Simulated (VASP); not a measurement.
# MoS2 (P6_3/mmc) in VASP: a series of runs, part 3 of 3

VASP 6.6.1. Earlier steps stand in the parts before.

## Step 6: Single point, PBEsol (volume scaled by 1.04)

File INCAR:

```
SYSTEM = MoS2
  ALGO = Normal
  EDIFF = 1E-7
  ENCUT = 520
  GGA = PS
  ISIF = 2
  ISMEAR = -1
  LASPH = .TRUE.
  LCHARG = .FALSE.
  LREAL = .FALSE.
  LWAVE = .FALSE.
  NBANDS = 35
  NELM = 100
  PREC = Accurate
  SIGMA = 0.05
```

File KPOINTS:

```
k-points
0
G
  10 10 3
  0 0 0
```

File POSCAR:

```
MoS2
1.0
    3.2107021507      0.0000000000      0.0000000000
   -1.6053510754      2.7805496265      0.0000000000
    0.0000000000      0.0000000000     12.4861764927
Mo S
2 4
Direct
    0.6666666667      0.3333333333      0.7500000000
    0.3333333333      0.6666666667      0.2500000000
    0.6666666667      0.3333333333      0.3770000000
    0.3333333333      0.6666666667      0.8770000000
    0.6666666667      0.3333333333      0.1230000000
    0.3333333333      0.6666666667      0.6230000000
```

Potentials or basis: VASP PAW PBE potentials, release 64 (Mo_sv, S).

Run with:

```sh
$ cat potpaw_PBE.64/Mo_sv/POTCAR potpaw_PBE.64/S/POTCAR > POTCAR
$ mpirun -np 1 vasp_std > vasp.out
```

OUTCAR:

```text
SYSTEM = MoS2
   EDIFF = 1E-7
   ENCUT = 520
   GGA = PS
   ISIF = 2
   ISMEAR = -1
   LASPH = .TRUE.
   LREAL = .FALSE.
   NELM = 100
   PREC = Accurate

 ion  position               nearest neighbor table
   1  0.667  0.333  0.750-   4 2.44   6 2.44   4 2.44   6 2.44   4 2.44   6 2.44
   2  0.333  0.667  0.250-   3 2.44   5 2.44   3 2.44   5 2.44   3 2.44   5 2.44
   3  0.667  0.333  0.377-   2 2.44   2 2.44   2 2.44
   4  0.333  0.667  0.877-   1 2.44   1 2.44   1 2.44
   5  0.667  0.333  0.123-   2 2.44   2 2.44   2 2.44
   6  0.333  0.667  0.623-   1 2.44   1 2.44   1 2.44

  LATTYP: Found a hexagonal cell.
 ALAT       =     3.2107021507
 C/A-ratio  =     3.8889239508

  Lattice vectors:

 A1 = (   3.2107021507,   0.0000000000,   0.0000000000)
 A2 = (  -1.6053510754,   2.7805496265,   0.0000000000)
 A3 = (   0.0000000000,   0.0000000000,  12.4861764927)

Analysis of symmetry for initial positions (statically):
=====================================================================
 Subroutine PRICEL returns:
 Original cell was already a primitive cell.

 Routine SETGRP: Setting up the symmetry group for a
 hexagonal supercell.

 Subroutine GETGRP returns: Found 24 space group operations
 (whereof 12 operations were pure point group operations)
 out of a pool of 24 trial point group operations.

The static configuration has the point symmetry D_3d.
 The point group associated with its full space group is D_6h.

Analysis of symmetry for dynamics (positions and initial velocities):
=====================================================================
 Subroutine PRICEL returns:
 Original cell was already a primitive cell.

 Routine SETGRP: Setting up the symmetry group for a
 hexagonal supercell.

[... 125 lines left out ...]
   NUPDOWN=      -1.0000    fix difference up-down
   EMIN   =  10.00;   EMAX   =-10.00  energy-range for DOS
   EFERMI =   0.00;   METHOD = LEGACY
   ISMEAR =    -1;   SIGMA  =   0.05  broadening in eV -4-tet -1-fermi 0-gaus
   EFERMI_NEDOS =   21; number of points for ismear=-14 and -15
   IALGO  =     38    algorithm
   IMIX   =      4    mixing-type and parameters
     AMIX     =   0.40;   BMIX     =  1.00
     AMIX_MAG =   1.60;   BMIX_MAG =  1.00
  volume/ion in A,a.u.               =      18.58       125.37
  Fermi-wavevector in a.u.,A,eV,Ry     =   1.269665  2.399319 21.933270  1.612050
  Thomas-Fermi vector in A             =   2.402694
   LORBIT       =      0    0 simple, 1 ext, 2 COOP (PROOUT), +10 PAW based schemes
   GGA     = PS    functional components
   LHFCALC =     F    Hartree Fock is set to
   AEXX    =    0.0000 exact exchange contribution
   IVDW    =     0    specifies the selected vdW correction
   LEPSILON=     F    determine dielectric tensor
   LRPA    =     F    only Hartree local field effects (RPA)
 non-spin polarized calculation
  energy-cutoff  :      520.00
  volume of cell :      111.47
 maximum number of plane-waves:      3052
 NGX is ok and might be reduce to    24
   NGX = 11   NGY = 11   NGZ = 47

 number of electron      51.9999999 magnetization

 Free energy of the ion-electron system (eV)
  ---------------------------------------------------
  ext. energy  EPLUGINS =         0.00000000
  ---------------------------------------------------
  free energy    TOTEN  =       -46.72998932 eV

  energy without entropy =      -46.72998679  energy(sigma->0) =      -46.72998806

 E-fermi :   7.2858     XC(G=0): -10.8028

 val. band max:        6.8743244136   @ k =   0.0000   0.0000   0.0000
 cond. band min:       7.8044342172   @ k =   0.2000   0.2000   0.0000
 fundamental gap:      0.9301098036
 Fermi energy:         7.2858121344

 k-point     1 :       0.0000    0.0000    0.0000
  band No.  band energies     occupation
      1     -54.5336      2.00000
      2     -54.5336      2.00000
      3     -28.6834      2.00000
      4     -28.6833      2.00000
      5     -28.4948      2.00000
      6     -28.4948      2.00000
[... 901 lines left out ...]
     34      10.4817      0.00000
     35      12.5965      0.00000

 [... further k-points ...]
[... 5 lines left out ...]
  --------------------------------------------------------------------------------------
  -------------------------------------------------------------------------------------
  Total       -5.7168741     -5.7168741     -5.5446721      0.0000000      0.0000000      0.0000000
  in kB      -82.1692022    -82.1692022    -79.6941255      0.0000000      0.0000000      0.0000000
  external PRESSURE =     -81.3441766 kB  Pullay stress =       0.0000000 kB

 VOLUME and BASIS-vectors are now :
 -----------------------------------------------------------------------------
  energy-cutoff  :      520.00
  volume of cell :      111.47
      direct lattice vectors                 reciprocal lattice vectors
     3.210702151  0.000000000  0.000000000     0.311458352  0.179820563  0.000000000
    -1.605351075  2.780549627  0.000000000     0.000000000  0.359641127  0.000000000
     0.000000000  0.000000000 12.486176493     0.000000000  0.000000000  0.080088568

 POSITION                                       TOTAL-FORCE (eV/Angst)
 -----------------------------------------------------------------------------------
      1.60535      0.92685      9.36463         0.000000      0.000000      0.000000
     -0.00000      1.85370      3.12154         0.000000     -0.000000      0.000000
      1.60535      0.92685      4.70729         0.000000      0.000000     -0.893319
     -0.00000      1.85370     10.95038        -0.000000      0.000000     -0.893319
      1.60535      0.92685      1.53580        -0.000000     -0.000000      0.893319
     -0.00000      1.85370      7.77889        -0.000000      0.000000      0.893319
 -----------------------------------------------------------------------------------
    total drift:                               -0.000000      0.000000     -0.000000

  FREE ENERGIE OF THE ION-ELECTRON SYSTEM (eV)
  ---------------------------------------------------
  free  energy   TOTEN  =       -46.7299893247 eV

  energy  without entropy=      -46.7299867942  energy(sigma->0) =      -46.72998806
```

Wall time 94 s (1 thread of Intel Xeon Platinum 8259CL at 2.50GHz (Skylake/Cascade Lake), shared host); peak memory 0.27 GiB.

Results:

```yaml
Free_energy: -46.7300 eV
Pressure: -8.1 GPa
Largest_force: 0.893 eV/Å
Band_gap_on_the_k_mesh: 0.93 eV, indirect (least direct gap 1.78 eV)
```

Forces on the atoms (eV/Å):
```
Mo   0.000  0.000  0.000
Mo   0.000  0.000  0.000
S    0.000  0.000 -0.893
S    0.000  0.000 -0.893
S    0.000  0.000  0.893
S    0.000  0.000  0.893
```

Levels at points of the mesh, in eV from the valence-band top:
| k point | band 24 | band 25 | band 26 | band 27 | band 28 | band 29 |
| --- | --- | --- | --- | --- | --- | --- |
| (0.00, 0.00, 0.00) | -1.14 | -1.05 | 0.00 | 2.05 | 2.05 | 2.08 |
| (0.50, 0.00, 0.00) | -1.46 | -1.32 | -1.20 | 1.55 | 1.59 | 1.93 |

Caveat: the PAW data sets were made with another functional, which shifts forces and pressure a little; this functional lacks dispersion, which binds the layers, so the pressure and a relaxed spacing across them are unreliable. A k mesh can miss the band edges.

## Step 7: Overview

```csv
cell,gap on the mesh (eV),pressure (GPa),largest force (eV/Å)
"a = 3.104, b = 3.104, c = 12.072 Å, angles 90.0, 90.0, 120.0°, 6 atoms",0.83,7.2,0.75
"a = 3.126, b = 3.126, c = 12.157 Å, angles 90.0, 90.0, 120.0°, 6 atoms",0.86,3.4,0.37
"a = 3.148, b = 3.148, c = 12.241 Å, angles 90.0, 90.0, 120.0°, 6 atoms",0.88,0.1,0.02
"a = 3.190, b = 3.190, c = 12.406 Å, angles 90.0, 90.0, 120.0°, 6 atoms",0.92,-5.7,0.61
"a = 3.211, b = 3.211, c = 12.486 Å, angles 90.0, 90.0, 120.0°, 6 atoms",0.93,-8.1,0.89
```

Alike in all rows: task single point; level PBEsol; potentials or basis VASP PAW PBE potentials, release 64 (Mo_sv, S); no spin polarisation; k mesh 10 × 10 × 3; cutoff (eV) 520; smearing fermi-dirac 0.05 eV.

Caveats: the PAW data sets were made with another functional, which shifts forces and pressure a little; this functional lacks dispersion, which binds the layers, so the pressure and a relaxed spacing across them are unreliable.

Absolute energies hang on the potentials; compare differences alone.
